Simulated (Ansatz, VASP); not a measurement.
**One calculation of ZrS, two programs**

File INCAR:

```
SYSTEM = ZrS
PREC = Accurate ; ENCUT = 520
EDIFF = 1E-6 ; ISMEAR = 0
SIGMA = 0.15 ; LREAL = .FALSE.
LASPH = .TRUE. ; NELM = 80
ALGO = Normal ; ISIF = 2
LWAVE = .FALSE. ; LCHARG = .TRUE.
GGA = CA ; LELF = .TRUE.
LVHAR = .TRUE. ; NBANDS = 16
```

KPOINTS

```
regular mesh
0
G
  16 16 16
  0 0 0
```

File POSCAR:

```
ZrS
1.0
    0.0000000000      2.5671447250      2.5671447250
    2.6870303837      0.0000000000      2.5671447250
    2.6870303837      2.5671447250      0.0000000000
Zr S
1 1
Direct
   -0.0073447758      0.0073447758      0.0073447758
    0.5208987049      0.4791012951      0.4791012951
```

Input for Ansatz:

```yaml
crystal:
  lattice:
    - [0.0, 2.567144725, 2.567144725]
    - [2.6870303837, 0.0, 2.567144725]
    - [2.6870303837, 2.567144725, 0.0]
  atoms:
    - { symbol: Zr, position: [-0.0073447758, 0.0073447758, 0.0073447758] }
    - { symbol: S, position: [0.5208987049, 0.4791012951, 0.4791012951] }
basis:
  ecutwfc: 420
kpoints:
  mp_grid: { grid: [16, 16, 16] }
hamiltonian:
  xc: lda
  pseudopotentials: { kind: paw, azcp: { folder: soft_1 } }
scf:
  occupations: { method: gaussian, width: 0.15 }
output:
  forces: true
  stress: true
  eigenvalues: true
```

Change from the starting cell: mode 4 frozen in at -0.107 Å, normal strain along x +0.0467.

Alike in both runs: task single point; functional LDA; k mesh 16 × 16 × 16; occupations gaussian, width 0.15 eV; no spin polarisation.

```csv
,VASP,Ansatz
version,VASP 6.6.1,Ansatz 0.2.0
potentials or method,"VASP PAW LDA potentials, release 64 (Zr_sv, S), cutoff 520 eV","scalar-relativistic, plane waves, PAW"
valence electrons in the cell,18,18
```

|  | VASP | Ansatz | Ansatz less VASP |
| --- | --- | --- | --- |
| gap on the k mesh at the Fermi level (eV) | none | none | - |
| pressure (GPa) | -4.5 | -4.7 | -0.18 |
| traceless stress, the component that is largest in VASP (GPa) | -4.26 | -4.22 | +0.043 |
| rms of the force components (eV/Å) | 0.240 | 0.235 | -0.0044 |

Ansatz warns that its potentials were made for another functional, while VASP's fit it. LDA's correlation is that of Perdew and Zunger in VASP and of Perdew and Wang (1992) in Ansatz. Atom by atom the forces differ by 0.004 eV/Å (rms over components). A gap of «none» marks a metal or a gap that the smearing closes.
